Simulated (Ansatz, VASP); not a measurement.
One calculation of Ag, two programs

```
Ag
1.0
     4.73383    0.00000    0.00000
    -2.36691    4.09961    0.00000
     0.00000    0.00000    2.83792
Ag
3
Cartesian
  2.3669 4.0996 0.0000
  0.0000 2.7331 1.4190
  2.3669 1.3665 1.4190
```

Alike in both runs: task single point; functional RPBE; k mesh 9 × 9 × 12; occupations fermi-dirac, width 0.1 eV; no spin polarisation.

|  | VASP | Ansatz |
| --- | --- | --- |
| version | VASP 6.6.1 | Ansatz 0.2.0 |
| potentials or method | VASP PAW PBE potentials, release 64 (Ag), cutoff 520 eV | plane waves (420 eV) with PAW, scalar-relativistic |
| valence electrons in the cell | 33 | 57 |

```tsv
	VASP	Ansatz	Ansatz less VASP
pressure (GPa)	3.1	3.2	+0.08
traceless stress, the component that is largest in VASP (GPa)	-0.54	-0.55	-0.010
```

VASP's potentials were made for PBE, not for RPBE. VASP's potentials hold 33 valence electrons a cell and Ansatz's 57, so a difference there can come from the potentials and not from the codes.
